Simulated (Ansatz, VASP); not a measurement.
# Two plane-wave programs on AgCl

```
Ag Cl
1.0
     0.00000    2.73500    2.73500
     2.73500    0.00000    2.73500
     2.73500    2.73500    0.00000
Ag Cl
1 1
Direct
  0.95500 0.95500 0.04500
  0.54500 0.54500 0.45500
```

Change from the starting cell: shortest bond scaled by 0.82, PAW files.

Alike in both runs: task electric field gradients; functional LDA; k mesh 7 × 7 × 7; occupations fermi-dirac, width 0.03 eV; no spin polarisation.

|  | VASP | Ansatz |
| --- | --- | --- |
| version | VASP 6.6.1 | Ansatz 0.2.0 |
| potentials or method | VASP PAW LDA potentials, release 64 (Ag_sv_GW, Cl) | PAW with Ansatz's default frozen-core files, scalar-relativistic |
| plane-wave cutoff (eV) | 470 | 420 |
| valence electrons in the cell | 26 | 26 |

```tsv
	VASP	Ansatz	Ansatz less VASP
rms of the force components (eV/Å)	1.084	1.075	-0.0086
size of Vzz on the site where it differs most (V/Å²)	69.8	67.1	-2.68
```

LDA's correlation is that of Perdew and Zunger in VASP and of Perdew and Wang (1992) in Ansatz. Atom by atom the forces differ by 0.009 eV/Å (rms over components).
